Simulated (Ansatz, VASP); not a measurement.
# One calculation of MgO, two programs

```
Mg O
1.0
     2.51763    0.00000    0.00000
     0.00000    2.51763    0.00000
     0.00000    0.00000    2.51763
Mg O
1 1
Direct
  0.00000 0.00000 0.00000
  0.50000 0.50000 0.50000
```

Change from the starting cell: hydrostatic strain -4.0%.

Alike in both runs: task single point; functional HSE06; k mesh 6 × 6 × 6; no spin polarisation.

```csv
,VASP,Ansatz
version,VASP 6.6.1,Ansatz 0.2.0
potentials or method,"VASP PAW PBE potentials, release 64 (Mg, O)","plane waves, PAW"
plane-wave cutoff (eV),520,420
occupations,"gaussian, width 0.01 eV",fixed
valence electrons in the cell,8,16
```

Ansatz gave:

```
gap on the k mesh at the Fermi level (eV) : 5.59
pressure (GPa)                            : 24.1
```

Problem. What did VASP give for the same quantities?

Solution. gap on the k mesh at the Fermi level (eV): 5.53; pressure (GPa): 23.8.

VASP's potentials hold 8 valence electrons a cell and Ansatz's 16, so a difference there can come from the potentials and not from the codes. Ansatz's warnings: stress exchange threshold loose, stress scf threshold loose.
